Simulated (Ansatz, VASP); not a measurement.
# One calculation of MgS, two programs

```xyz
2
Lattice="0.0401 2.6015 2.6015 2.6015 0.0401 2.6015 2.6015 2.6015 0.0401" Properties=species:S:1:pos:R:3 pbc="T T T"
Mg    0.0000    0.0000    0.0000
S     2.6215    2.6215    2.6215
```

Change from the starting cell: epitaxial_111 strain -1.5%.

Alike in both runs: task single point; functional PBE; k mesh 8 × 8 × 8; occupations fermi-dirac, width 0.02 eV; no spin polarisation.

```csv
,VASP,Ansatz
version,VASP 6.6.1,Ansatz 0.2.0
potentials or method,"VASP PAW PBE potentials, release 64 (Mg, S)","plane waves, PAW"
plane-wave cutoff (eV),520,420
valence electrons in the cell,8,16
```

```csv
,VASP,Ansatz,Ansatz less VASP
gap on the k mesh at the Fermi level (eV),2.74,2.75,+0.013
pressure (GPa),2.8,3.1,+0.31
"traceless stress, the component that is largest in VASP (GPa)",-0.89,-0.89,+0.001
```

VASP's potentials hold 8 valence electrons a cell and Ansatz's 16, so a difference there can come from the potentials and not from the codes.
